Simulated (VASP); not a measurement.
Runs of VASP 6.6.1 on Cr. The structure is that of space group Fm-3m (No. 225), or close to it. The cells are those of the table. This isn't the form of Cr at room conditions, which is bcc.

```tsv
task	cell	k mesh	gap on the mesh (eV)	pressure (GPa)
single point	a = 2.590 Å, angles 60.0°, 1 atom	15 × 15 × 15	none	-0.2
single point	a = 2.482 Å, angles 60.0°, 1 atom	17 × 17 × 17	none	(b)
single point	a = 2.590 Å, angles 60.0°, 1 atom	17 × 17 × 17	none	(a)
single point	a = 2.690 Å, angles 60.0°, 1 atom	17 × 17 × 17	none	-19.2
single point	a = 2.657 Å, angles 60.0°, 1 atom	17 × 17 × 17	none	-14.2
single point	a = 2.555 Å, angles 60.0°, 1 atom	17 × 17 × 17	none	9.3
single point	a = 2.624 Å, angles 60.0°, 1 atom	17 × 17 × 17	none	-8.0
relaxation of cell and atoms	relaxed from a = 2.569 Å, angles 60.0°, 1 atom	15 × 15 × 15	none	-0.1
```

Alike in all rows: level BLYP; potentials or basis VASP PAW PBE potentials, release 64 (Cr_pv); no spin polarisation; cutoff (eV) 500; smearing fermi-dirac 0.1 eV.

Task: Estimate the missing entries.

Result: (a) -0.3; (b) 35.7.

Caveats: the PAW data sets were made with another functional, which shifts forces and pressure a little; the run has no spin polarisation, though such a crystal can be magnetic; an empty level that is flat over the whole mesh can mark a ghost state of the potentials, or a narrow d or f band (at least some runs); the cell stands under tension (at least some runs); the cell stands under pressure (at least some runs).

A gap of «none» marks levels without a gap at the run's occupations.
